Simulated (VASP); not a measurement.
# C (P6_3/mmc) in VASP: notebook, part 2 of 2

VASP 6.6.1. The steps go on from the part before.

## Step 4: Single point, PBEsol (strained cell)

Input file INCAR:

```
SYSTEM = C
PREC = Accurate
ENCUT = 1300
EDIFF = 1E-6
ISMEAR = 0
SIGMA = 0.02
LREAL = .FALSE.
LASPH = .TRUE.
NELM = 120
ALGO = Normal
ISIF = 2
LWAVE = .FALSE.
LCHARG = .FALSE.
GGA = PS
NBANDS = 16
GGA_COMPAT = .FALSE.
```

Input file KPOINTS:

```
regular mesh
0
G
  9 9 6
  0 0 0
```

Input file POSCAR:

```
C
1.0
    2.4612466107      0.0000000000      0.0000000000
   -1.2306233054      2.1315020899      0.0000000000
    0.0000000000      0.0000000000      4.1980341063
C
4
Direct
    0.3333333333      0.6666666667      0.0000300286
    0.6666666667      0.3333333333      0.5000300286
    0.3333333333      0.6666666667      0.3739699714
    0.6666666667      0.3333333333      0.8739699714
```

Potentials or basis: VASP PAW PBE potentials, release 64 (C_h).

The run is started by

```
cat potpaw_PBE.64/C_h/POTCAR > POTCAR
mpirun -np 1 vasp_std > vasp.out
```

OUTCAR:

```text
SYSTEM = C
   PREC = Accurate
   ENCUT = 1300
   EDIFF = 1E-6
   ISMEAR = 0
   LREAL = .FALSE.
   LASPH = .TRUE.
   NELM = 120
   ISIF = 2
   GGA = PS

 ion  position               nearest neighbor table
   1  0.333  0.667  0.000-   4 1.52   4 1.52   4 1.52
   2  0.667  0.333  0.500-   3 1.52   3 1.52   3 1.52
   3  0.333  0.667  0.374-   2 1.52   2 1.52   2 1.52
   4  0.667  0.333  0.874-   1 1.52   1 1.52   1 1.52

  LATTYP: Found a hexagonal cell.
 ALAT       =     2.4612466107
 C/A-ratio  =     1.7056535855

  Lattice vectors:

 A1 = (   2.4612466107,   0.0000000000,   0.0000000000)
 A2 = (  -1.2306233054,   2.1315020899,   0.0000000000)
 A3 = (   0.0000000000,   0.0000000000,   4.1980341063)

Analysis of symmetry for initial positions (statically):
=====================================================================
 Subroutine PRICEL returns:
 Original cell was already a primitive cell.

 Routine SETGRP: Setting up the symmetry group for a
 hexagonal supercell.

 Subroutine GETGRP returns: Found 24 space group operations
 (whereof  6 operations were pure point group operations)
 out of a pool of 24 trial point group operations.

The static configuration has the point symmetry C_3v.
 The point group associated with its full space group is D_6h.

Analysis of symmetry for dynamics (positions and initial velocities):
=====================================================================
 Subroutine PRICEL returns:
 Original cell was already a primitive cell.

 Routine SETGRP: Setting up the symmetry group for a
 hexagonal supercell.

 Subroutine GETGRP returns: Found 24 space group operations
 (whereof  6 operations were pure point group operations)
 out of a pool of 24 trial point group operations.

The dynamic configuration has the point symmetry C_3v.
 The point group associated with its full space group is D_6h.

 Subroutine INISYM returns: Found 24 space group operations
[... 122 lines left out ...]
  volume/ion in A,a.u.               =       5.51        37.16
  Fermi-wavevector in a.u.,A,eV,Ry     =   1.471700  2.781109 29.468859  2.165900
  Thomas-Fermi vector in A             =   2.586804
   LORBIT       =      0    0 simple, 1 ext, 2 COOP (PROOUT), +10 PAW based schemes
   GGA     = PS    functional components
   LHFCALC =     F    Hartree Fock is set to
   AEXX    =    0.0000 exact exchange contribution
   IVDW    =     0    specifies the selected vdW correction
   LEPSILON=     F    determine dielectric tensor
   LRPA    =     F    only Hartree local field effects (RPA)
 non-spin polarized calculation
 Gauss-broadening in eV      SIGMA  =   0.02
  energy-cutoff  :     1300.00
  volume of cell :       22.02
 maximum number of plane-waves:      2365
 NGX is ok and might be reduce to    30
   NGX = 15   NGY = 15   NGZ = 25

 number of electron      16.0000000 magnetization

 Free energy of the ion-electron system (eV)
  ---------------------------------------------------
  ext. energy  EPLUGINS =         0.00000000
  ---------------------------------------------------
  free energy    TOTEN  =       -38.40719849 eV

  energy without entropy =      -38.40719849  energy(sigma->0) =      -38.40719849

 E-fermi :  11.8291     XC(G=0): -13.7202

 val. band max:       11.7006925536   @ k =   0.0000   0.0000   0.0000
 cond. band min:      14.6022477142   @ k =   0.3333   0.3333   0.0000
 fundamental gap:      2.9015551606
 Fermi energy:        11.8290648272

 k-point     1 :       0.0000    0.0000    0.0000
  band No.  band energies     occupation
      1     -10.5595      2.00000
      2      -5.1101      2.00000
      3      -2.4340      2.00000
      4       8.7589      2.00000
      5       8.7589      2.00000
      6      11.1052      2.00000
[... 433 lines left out ...]
      3       0.3390      2.00000
      4       0.9150      2.00000
      5       0.9150      2.00000
      6       3.7305      2.00000
[... 8 lines left out ...]
     15      27.9066      0.00000
     16      27.9066      0.00000

 [... further k-points ...]

------------------------ aborting loop because EDIFF is reached ----------------------------------------

  FORCE on cell =-STRESS in cart. coord.  units (eV):
  Direction    XX          YY          ZZ          XY          YZ          ZX
  --------------------------------------------------------------------------------------
  -------------------------------------------------------------------------------------
  Total        2.9061013      2.9061013     -1.5440399     -0.0000000      0.0000000     -0.0000000
  in kB      211.4143570    211.4143570   -112.3265018     -0.0000000      0.0000000     -0.0000000
  external PRESSURE =     103.5007374 kB  Pullay stress =       0.0000000 kB

 VOLUME and BASIS-vectors are now :
 -----------------------------------------------------------------------------
  energy-cutoff  :     1300.00
  volume of cell :       22.02
      direct lattice vectors                 reciprocal lattice vectors
     2.461246611  0.000000000  0.000000000     0.406298173  0.234576359  0.000000000
    -1.230623305  2.131502090  0.000000000     0.000000000  0.469152719  0.000000000
     0.000000000  0.000000000  4.198034106     0.000000000  0.000000000  0.238206736

 POSITION                                       TOTAL-FORCE (eV/Angst)
 -----------------------------------------------------------------------------------
     -0.00000      1.42100      0.00013         0.000000     -0.000000      0.001959
      1.23062      0.71050      2.09914        -0.000000     -0.000000      0.001959
     -0.00000      1.42100      1.56994         0.000000     -0.000000     -0.001959
      1.23062      0.71050      3.66896        -0.000000      0.000000     -0.001959
 -----------------------------------------------------------------------------------
    total drift:                               -0.000000      0.000000      0.000001

  FREE ENERGIE OF THE ION-ELECTRON SYSTEM (eV)
  ---------------------------------------------------
  free  energy   TOTEN  =       -38.4071984934 eV

  energy  without entropy=      -38.4071984934  energy(sigma->0) =      -38.40719849
```

stdout:

```text
POSCAR found type information on POSCAR C
 POSCAR found :  1 types and       4 ions
 scaLAPACK will be used
 -----------------------------------------------------------------------------
|                                                                             |
|                                                                             |
|     You enforced a specific xc type in the INCAR file but a different       |
|     I HOPE YOU KNOW WHAT YOU ARE DOING!                                     |
|                                                                             |
 -----------------------------------------------------------------------------

 LDA part: xc-table for (Slater+PW92), standard interpolation
 POSCAR, INCAR and KPOINTS ok, starting setup
 FFT: planning ... GRIDC
 FFT: planning ... GRID_SOFT
 FFT: planning ... GRID
 WAVECAR not read
 entering main loop
```

Wall time 48 s (1 thread of AMD EPYC 7R13 (Zen 3), shared host); peak memory 0.18 GiB.

What came out:

| Item | Value |
| --- | --- |
| Free energy | -38.4072 eV |
| Pressure | 10.4 GPa |
| Band gap on the k mesh | 2.90 eV (least direct gap 4.70 eV) |

Levels at points of the mesh, in eV from the valence-band top:
```csv
k point,band 5,band 6,band 7,band 8,band 9,band 10,band 11,band 12
"(0.00, 0.00, 0.00)",-2.94,-0.60,0.00,0.00,4.70,5.24,5.24,9.12
"(0.00, 0.00, 0.50)",-1.75,-1.75,-1.75,-1.75,7.45,7.45,7.45,7.45
```

Caveat: the cell differs from its parent crystal (strained cell); the stress differs along the axes, from -11 to 21 GPa; the PAW data sets were made with another functional, which shifts forces and pressure a little.

## Step 5: Overview

```tsv
cell	gap on the mesh (eV)	pressure (GPa)
a = 2.461, b = 2.461, c = 4.165 Å, angles 90.0, 90.0, 120.0°, 4 atoms	2.88	14.1
a = 2.461, b = 2.461, c = 4.163 Å, angles 90.0, 90.0, 120.0°, 4 atoms	2.88	14.4
a = 2.461, b = 2.461, c = 4.198 Å, angles 90.0, 90.0, 120.0°, 4 atoms	2.90	10.4
```

Alike in all rows: task single point; level PBEsol; potentials or basis VASP PAW PBE potentials, release 64 (C_h); no spin polarisation; k mesh 9 × 9 × 6; cutoff (eV) 1300; smearing gaussian 0.02 eV.

Caveats: the PAW data sets were made with another functional, which shifts forces and pressure a little; the stress differs along the axes, from -1 to 21 GPa (at least some runs); the stress differs along the axes, from 0 to 22 GPa (at least some runs); the stress differs along the axes, from -11 to 21 GPa (at least some runs).

Total energies depend on the potentials used, so only differences within one code and one set of settings carry meaning.
